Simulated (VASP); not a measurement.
Here is a VASP 6.6.1 calculation.

Contents of INCAR:

```
PREC = Accurate
ENCUT = 400
EDIFF = 1E-8
ISMEAR = -1
SIGMA = 0.02
LREAL = False
LASPH = True
NELM = 120
ALGO = Normal
ISIF = 2
LWAVE = False
LCHARG = False
GGA = PE
LEFG = True
NBANDS = 15
GGA_COMPAT = False
```

The input KPOINTS:

```
Automatic mesh
0
Gamma
  7 7 7
```

File POSCAR:

```
CsBr
1.0
    4.3893007101      0.0000000000      0.0000000000
    0.0000000000      4.3893007101      0.0000000000
    0.0000000000      0.0000000000      4.3893007101
Cs Br
1 1
Direct
    0.0000000000      0.0000000000      0.0000000000
    0.5000000000      0.5000000000      0.5000000000
```

Potentials or basis: VASP PAW PBE potentials, release 64 (Cs_sv, Br).

Command:

```sh
$ cat potpaw_PBE.64/Cs_sv/POTCAR potpaw_PBE.64/Br/POTCAR > POTCAR
$ mpirun -np 1 vasp_std > vasp.out
```

Predict the band gap on the k mesh.

4.26 eV (least direct gap 4.27 eV).

Predict the pressure.

0.0 GPa.

Caveat: spin-orbit coupling is left out, which moves the levels of the heavy elements; an odd mesh through Γ misses points on the zone boundary, where band edges can lie.
